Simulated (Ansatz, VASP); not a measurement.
## Pb in VASP and in Ansatz

```
Pb
1.0
    -1.97966    1.97966    1.97966
     1.97966   -1.97966    1.97966
     1.97966    1.97966   -1.97966
Pb
1
Cartesian
  0.0000 0.0000 0.0000
```

Alike in both runs: task electric field gradients; functional PBEsol; k mesh 10 × 10 × 10; occupations fermi-dirac, width 0.08 eV; no spin polarisation.

```csv
,VASP,Ansatz
version,VASP 6.6.1,Ansatz 0.2.0
potentials or method,"VASP PAW PBE potentials, release 64 (Pb_d)","PAW with Ansatz's default frozen-core files, scalar-relativistic"
plane-wave cutoff (eV),400,420
valence electrons in the cell,14,14
```

Ansatz gave:

| Property | Result |
| --- | --- |
| pressure (GPa) | -1.5 |

Estimate VASP's values.

pressure (GPa): -1.6.

VASP's potentials were made for PBE, not for PBEsol.

Spin-orbit coupling is off throughout.
